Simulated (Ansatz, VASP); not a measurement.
**Two plane-wave programs on InAs**

```
In As
1.0
     0.00000    2.82523    2.82523
     2.82523    0.00000    2.82523
     2.82523    2.82523    0.00000
In As
1 1
Direct
  0.50000 0.50000 0.50000
  0.00000 0.00000 0.00000
```

Alike in both runs: task single point; functional PBEsol; k mesh 14 × 14 × 14; occupations gaussian, width 0.05 eV; no spin polarisation.

|  | VASP | Ansatz |
| --- | --- | --- |
| version | VASP 6.6.1 | Ansatz 0.2.0 |
| potentials or method | VASP PAW PBE potentials, release 64 (In_d, As), cutoff 520 eV | scalar-relativistic, plane waves, PAW |
| valence electrons in the cell | 18 | 28 |

|  | VASP | Ansatz | Ansatz less VASP |
| --- | --- | --- | --- |
| gap on the k mesh at the Fermi level (eV) | none | none | - |
| pressure (GPa) | 0.2 | 0.0 | -0.17 |

VASP's potentials were made for PBE, not for PBEsol. A gap of «none» marks a metal or a gap that the smearing closes. VASP's potentials hold 18 valence electrons a cell and Ansatz's 28, so a difference there can come from the potentials and not from the codes.
